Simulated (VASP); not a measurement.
Crystal: SnTe3.

```
Te Sn
1.0
     0.00000    3.78240    3.78240
     3.78240    0.00000    3.78240
     3.78240    3.78240    0.00000
Te Sn
3 1
Direct
  0.50000 0.50000 0.50000
  0.75000 0.75000 0.75000
  0.25000 0.25000 0.25000
  0.00000 0.00000 0.00000
```

Base run:

```yaml
Program: VASP 6.6.1
Functional: LDA
Potentials_or_basis: VASP PAW LDA potentials, release 64 (Te, Sn_d)
Cutoff: 520 eV
k_mesh: 6 × 6 × 6
Occupations: fermi-dirac, width 0.05 eV
Spin: no spin polarisation
```

Its results: band gap on the k mesh zero (band 16 reaches 8.80 eV, above the bottom of band 17 at 6.38 eV); pressure -0.7 GPa.

Task: The run is repeated on the same cell with these changes: functional from LDA to PBE; potentials or basis from VASP PAW LDA potentials, release 64 (Te, Sn_d) to VASP PAW PBE potentials, release 64 (Te, Sn_d). What comes out?

Result: Band gap on the k mesh zero (band 16 reaches 8.96 eV, above the bottom of band 17 at 6.54 eV); pressure 3.5 GPa.

Caveats: spin-orbit coupling is left out, which moves the levels of the heavy elements.
